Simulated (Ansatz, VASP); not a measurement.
# Two plane-wave programs on Au

```xyz
1
Lattice="0.0000 2.0720 2.0720 2.0720 0.0000 2.0720 2.0720 2.0720 0.0000" Properties=species:S:1:pos:R:3 pbc="T T T"
Au    0.0000    0.0000    0.0000
```

Alike in both runs: functional PBE; k mesh 14 × 14 × 14; occupations fermi-dirac, width 0.03 eV; non-collinear spin, spin-orbit coupling.

Ansatz relaxed the structure, and its values are those at the end. VASP's run is a single point on that final structure, the one shown.

|  | VASP | Ansatz |
| --- | --- | --- |
| version | VASP 6.6.1 | Ansatz 0.2.0 |
| potentials or method | VASP PAW PBE potentials, release 64 (Au) | PAW with Ansatz's default frozen-core files, scalar-relativistic |
| plane-wave cutoff (eV) | 520 | 420 |
| valence electrons in the cell | 11 | 19 |

```tsv
	VASP	Ansatz	Ansatz less VASP
pressure (GPa)	0.0	0.0	-0.03
```

VASP's potentials hold 11 valence electrons a cell and Ansatz's 19, so a difference there can come from the potentials and not from the codes.
